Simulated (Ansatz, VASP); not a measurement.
# Two plane-wave programs on GaAs

The input INCAR:

```
SYSTEM = GaAs
PREC = Accurate ; ENCUT = 600
EDIFF = 1E-6 ; ISMEAR = -1
SIGMA = 0.05 ; LREAL = .False.
LASPH = .True. ; NELM = 60
ALGO = Normal ; ISIF = 3
LWAVE = .False. ; LCHARG = .False.
GGA = PE ; IBRION = 2
NSW = 60 ; EDIFFG = -0.01
```

Contents of KPOINTS:

```
Automatic mesh
0
Gamma
  9 9 8
  0 0 0
```

The input POSCAR:

```
GaAs
1.0
    3.6064012100      0.0000000000      0.0000000000
   -1.8032006000      3.1232350600      0.0000000000
    0.0000000000      0.0000000000      3.5731941600
Ga As
1 1
Direct
    0.3333333300      0.6666666700      0.5000000000
    0.0000000000      0.0000000000      0.0000000000
```

input.yaml

```yaml
crystal:
  lattice:
    - [3.60640121, 0.0, 0.0]
    - [-1.8032006, 3.12323506, 0.0]
    - [0.0, 0.0, 3.57319416]
  atoms:
    - { symbol: Ga, position: [0.33333333, 0.66666667, 0.5] }
    - { symbol: As, position: [0.0, 0.0, 0.0] }
hamiltonian:
  xc: pbe
  pseudopotentials: { kind: paw }
kpoints:
  mp_grid: { grid: [9, 9, 8] }
scf:
  occupations: { method: fermi_dirac, width: 0.05 }
output:
  forces: true
  stress: true
  eigenvalues: true
  write_density: true
  write_potential: true
  elf: true
  volumetric_format: npy
relax:
  f_tol: 0.01
  max_steps: 40
  cell: { stress_tol: 0.05 }
```

Alike in both runs: task relaxation of cell and atoms; functional PBE; k mesh 9 × 9 × 8; occupations fermi-dirac, width 0.05 eV; no spin polarisation.

```csv
,VASP,Ansatz
version,VASP 6.6.1,Ansatz 0.2.0
potentials or method,"VASP PAW PBE potentials, release 64 (Ga_d, As)",Ansatz PAW
plane-wave cutoff (eV),600,420
valence electrons in the cell,18,28
```

```tsv
	VASP	Ansatz	Ansatz less VASP
gap on the k mesh at the Fermi level, each at its own relaxed structure (eV)	none	none	-
relaxed volume (Å³/atom)	20.65	20.59	-0.061
relaxed cell length with the largest relative difference (Å)	3.261	3.257	-0.0035
```

A gap of «none» marks a metal or a gap that the smearing closes. VASP's potentials hold 18 valence electrons a cell and Ansatz's 28, so a difference there can come from the potentials and not from the codes.

Noted on Ansatz's run: the plane-wave basis is chosen anew once the cell has moved, so the energies of steps on either side of that aren't comparable.
